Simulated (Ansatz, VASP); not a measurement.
Two plane-wave programs on SnO2

```
Sn O
1.0
     4.73226    0.00000    0.00000
     0.00000    5.74336    0.00000
     0.00000    0.00000    5.23811
Sn O
4 8
Direct
  0.50000 0.66519 0.75000
  0.00000 0.83481 0.25000
  0.50000 0.33481 0.25000
  0.00000 0.16519 0.75000
  0.72980 0.60762 0.07888
  0.22980 0.89238 0.92112
  0.77020 0.89238 0.57888
  0.27020 0.60762 0.42112
  0.72980 0.39238 0.57888
  0.22980 0.10762 0.42112
  0.77020 0.10762 0.07888
  0.27020 0.39238 0.92112
```

Alike in both runs: functional r2SCAN; k mesh 6 × 6 × 6; occupations gaussian, width 0.02 eV; no spin polarisation.

Ansatz relaxed the structure, and its values are those at the end. VASP's run is a single point on that final structure, the one shown.

|  | VASP | Ansatz |
| --- | --- | --- |
| version | VASP 6.6.1 | Ansatz 0.2.0 |
| potentials or method | VASP PAW PBE potentials, release 64 (Sn_d, O), cutoff 520 eV | scalar-relativistic, plane waves, PAW |
| valence electrons in the cell | 104 | 104 |

Ansatz gave:

| Item | Value |
| --- | --- |
| gap on the k mesh at the Fermi level (eV) | 2.08 |
| least direct gap on the mesh (eV) | 2.08 |
| pressure (GPa) | 0.0 |
| rms of the force components (eV/Å) | 0.001 |

Problem. What did VASP give for the same quantities?

Solution. gap on the k mesh at the Fermi level (eV): 2.10; least direct gap on the mesh (eV): 2.11; pressure (GPa): 1.1; rms of the force components (eV/Å): 0.012.

VASP's potentials were made for PBE, not for r2SCAN.
